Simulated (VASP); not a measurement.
A run of VASP 6.6.1 is set up as follows.

File INCAR:

```
SYSTEM = Cu8Ag7F24
PREC = Accurate
ENCUT = 520
EDIFF = 1E-6
ISMEAR = -1
SIGMA = 0.05
LREAL = Auto
LASPH = .True.
NELM = 100
ALGO = Normal
ISIF = 2
LWAVE = .False.
LCHARG = .False.
GGA = CA
NBANDS = 192
```

File KPOINTS:

```
regular mesh
0
Gamma
  1 1 1
  0 0 0
```

The input POSCAR:

```
Cu8Ag7F24
1.0
   -5.8754680000     -5.7739940000      0.0000000000
    5.6415010000     -5.7739940000      0.0000000000
    0.0369590000      0.0764190000      8.1999400000
Cu Ag F
8 7 24
Direct
    0.2270482818      0.2219529559     -0.0414759132
    0.2438244106      0.7444182732     -0.0339270775
    0.2749772999      0.2165958700      0.5004061005
    0.2583362842      0.6837864540      0.4725400430
    0.7492035463      0.7773174548      0.0618053303
    0.7759639491      0.2721013439      0.0160001171
    0.7297201502      0.7298560208      0.5022841631
    0.7507260320      0.2384649428      0.4996499974
   -0.0400604386      0.5393296467      0.7927009222
    0.9772150681      0.6071391269      0.2846362290
    0.5305620660      0.4790112519      0.8213962541
    0.4839412156      0.5373052253      0.1697329493
    0.4874080120     -0.0194842597      0.2589531143
    0.0156039191      0.9185804841      0.7036880758
    1.0285784770      0.0789889729      0.2641726647
    0.7740811769      0.5474509329      1.0915933531
    0.2755599334      0.5254350424     -0.0649029139
    0.9970798143      0.7306979636     -0.0303782711
   -0.0038253439      0.2896266091      1.0091049447
    0.7844540207      0.4744062505      0.4835401235
    0.2612589735      0.4638764219      0.4832230480
   -0.0425034922      0.8087268815      0.4366617317
    1.0398852087      0.1520480190      0.5393332146
    0.2408157336      0.2113540645      0.7292126528
    0.6778144809      0.7716670704      0.2656116996
    0.2111955908      0.7245536815      0.6819074286
    0.7714318185      0.2419999462      0.2754410398
    0.2208420623     -0.0259082219      0.9689583095
    0.7588444071      0.9901871362      0.0195977044
    0.5364298166      0.2940439492      0.0386100386
    0.4623907032      0.7788753407      0.9560801664
    0.2705478434      0.9252595184      0.4394788255
    0.7379367884     -0.0044363935      0.5290160660
    0.4976849242      0.2160438228      0.4496984124
    0.5091679669      0.6372668776      0.5562479725
    0.7585743440      0.7415918088      0.7491640183
    0.2502134173      0.2031308577      0.1963794857
    0.7547998603      0.2831696512      0.7711397888
    0.2635572318      0.7028070884      0.2444652034
```

Potentials or basis: VASP PAW LDA potentials, release 64 (Cu, Ag, F).

Run with:

```console
$ cat potpaw_LDA.64/Cu/POTCAR potpaw_LDA.64/Ag/POTCAR potpaw_LDA.64/F/POTCAR > POTCAR
$ mpirun -np 1 vasp_gam > vasp.out
```

(1) What does it give for the pressure?

(2) Predict the band gap on the k mesh.

## Answers

(1) -6.7 GPa.

(2) zero (an odd number of electrons rules out a gap without spin polarisation).

Caveat: the k points lie up to 0.78 Å⁻¹ apart, too coarse for converged energies and pressures of a metal; an odd number of electrons without spin polarisation forces a metal; a magnetic or distorted state may lie lower.
